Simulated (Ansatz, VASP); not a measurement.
# Two plane-wave programs on Pb

POSCAR

```
Pb
1.0
    0.0000000000      2.4946408835      2.4946408835
    2.4946408835      0.0000000000      2.4946408835
    2.4946408835      2.4946408835      0.0000000000
Pb
1
Direct
    0.0000000000      0.0000000000      0.0000000000
```

The input INCAR.step1:

```
SYSTEM = Pb
PREC = Accurate ; ENCUT = 520
ISMEAR = 1 ; SIGMA = 0.2
LREAL = .FALSE. ; LASPH = .TRUE.
NELM = 80 ; NBANDS = 13
GGA = PE ; ALGO = Normal
EDIFF = 1E-4 ; LWAVE = .TRUE.
LCHARG = .FALSE.
```

INCAR.step2

```
SYSTEM = Pb
PREC = Accurate ; ENCUT = 520
EDIFF = 1E-6 ; ISMEAR = 1
SIGMA = 0.2 ; LREAL = .FALSE.
LASPH = .TRUE. ; NELM = 80
ALGO = Normal ; ISIF = 2
LWAVE = .FALSE. ; LCHARG = .TRUE.
METAGGA = R2SCAN ; LMIXTAU = .TRUE.
LELF = .TRUE. ; LVHAR = .TRUE.
NBANDS = 13 ; ISTART = 1
```

KPOINTS

```
regular mesh
0
G
  11 11 11
  0 0 0
```

Input for Ansatz:

```yaml
crystal:
  lattice:
    - [0.0, 2.4946408835, 2.4946408835]
    - [2.4946408835, 0.0, 2.4946408835]
    - [2.4946408835, 2.4946408835, 0.0]
  atoms:
    - { symbol: Pb, position: [0.0, 0.0, 0.0] }
hamiltonian:
  xc: r2scan
  pseudopotentials:
    kind: paw
    azcp:
      Pb: "pseudopotentials/Pb.paw.azcp"
basis:
  ecutwfc: 500
  fft_grid_basis: typed
kpoints:
  mp_grid: { grid: [11, 11, 11], shift: [0, 0, 0] }
magnetization:
  spin_polarized: false
scf:
  occupations: { method: cold, width: 0.2 }
  lower_state_search: "off"
output:
  stress: true
```

Alike in both runs: task single point; functional r2SCAN; k mesh 11 × 11 × 11; no spin polarisation.

```csv
,VASP,Ansatz
version,VASP 6.6.1,Ansatz 0.2.0
potentials or method,"VASP PAW PBE potentials, release 64 (Pb_d), cutoff 520 eV","plane waves (500 eV) with PAW, scalar-relativistic"
occupations,"methfessel-paxton of order 1, width 0.2 eV","cold, width 0.2 eV"
valence electrons in the cell,14,14
```

VASP gave:

```
pressure (GPa) : -0.1
```

Q: Estimate Ansatz's values.

A: Pressure (GPa): -0.2.

VASP's potentials were made for PBE, not for r2SCAN.

Spin-orbit coupling is off throughout.
